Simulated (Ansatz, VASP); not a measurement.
# Pt: VASP beside Ansatz

INCAR

```
SYSTEM = Pt
PREC = Accurate
ENCUT = 600
EDIFF = 1E-6
ISMEAR = -1
SIGMA = 0.1
LREAL = .False.
LASPH = .True.
NELM = 100
ALGO = Normal
ISIF = 3
LWAVE = .False.
LCHARG = .False.
IBRION = 2
NSW = 80
EDIFFG = -0.01
```

The input KPOINTS:

```
Automatic mesh
0
Gamma
  5 5 5
  0 0 0
```

Contents of POSCAR:

```
Pt
1.0
    4.9427962708      0.0000000000      0.0000000000
    0.0000000000      4.9427962708      0.0000000000
    0.0000000000      0.0000000000      4.9427962708
Pt
8
Direct
    0.0000000000      0.0000000000      0.0000000000
    0.5000000000      0.5000000000      0.5000000000
    0.2500000000      0.0000000000      0.5000000000
    0.7500000000      0.0000000000      0.5000000000
    0.5000000000      0.2500000000      0.0000000000
    0.5000000000      0.7500000000      0.0000000000
    0.0000000000      0.5000000000      0.2500000000
    0.0000000000      0.5000000000      0.7500000000
```

Input for Ansatz:

```yaml
crystal:
  lattice:
    - [4.9427962708, 0.0, 0.0]
    - [0.0, 4.9427962708, 0.0]
    - [0.0, 0.0, 4.9427962708]
  atoms:
    - { symbol: Pt, position: [0.0, 0.0, 0.0] }
    - { symbol: Pt, position: [0.5, 0.5, 0.5] }
    - { symbol: Pt, position: [0.25, 0.0, 0.5] }
    - { symbol: Pt, position: [0.75, 0.0, 0.5] }
    - { symbol: Pt, position: [0.5, 0.25, 0.0] }
    - { symbol: Pt, position: [0.5, 0.75, 0.0] }
    - { symbol: Pt, position: [0.0, 0.5, 0.25] }
    - { symbol: Pt, position: [0.0, 0.5, 0.75] }
hamiltonian:
  xc: lda
  pseudopotentials:
    kind: paw
    azcp:
      Pt: "pseudopotentials/Pt.paw.azcp"
basis:
  ecutwfc: 420
  fft_grid_basis: typed
kpoints:
  mp_grid: { grid: [5, 5, 5], shift: [0, 0, 0] }
magnetization:
  spin_polarized: false
scf:
  occupations: { method: fermi_dirac, width: 0.1 }
relax:
  max_steps: 60
  f_tol: 0.01
  cell: {}
```

Alike in both runs: task relaxation of cell and atoms; functional LDA; k mesh 5 × 5 × 5; occupations fermi-dirac, width 0.1 eV; no spin polarisation.

|  | VASP | Ansatz |
| --- | --- | --- |
| version | VASP 6.6.1 | Ansatz 0.2.0 |
| potentials or method | VASP PAW LDA potentials, release 64 (Pt), cutoff 600 eV | plane waves (420 eV) with PAW, scalar-relativistic |
| valence electrons in the cell | 80 | 144 |

VASP gave:

| Property | Result |
| --- | --- |
| relaxed volume (Å³/atom) | 15.35 |
| relaxed cell length with the largest relative difference (Å) | 4.970 |

Task: What did Ansatz give for the same quantities?

Result: Relaxed volume (Å³/atom): 15.30; relaxed cell length with the largest relative difference (Å): 4.965.

Ansatz warns that its potentials were made for another functional, while VASP's fit it. LDA's correlation is that of Perdew and Zunger in VASP and of Perdew and Wang (1992) in Ansatz. VASP's potentials hold 80 valence electrons a cell and Ansatz's 144, so a difference there can come from the potentials and not from the codes.

Neither program's run includes spin-orbit coupling.
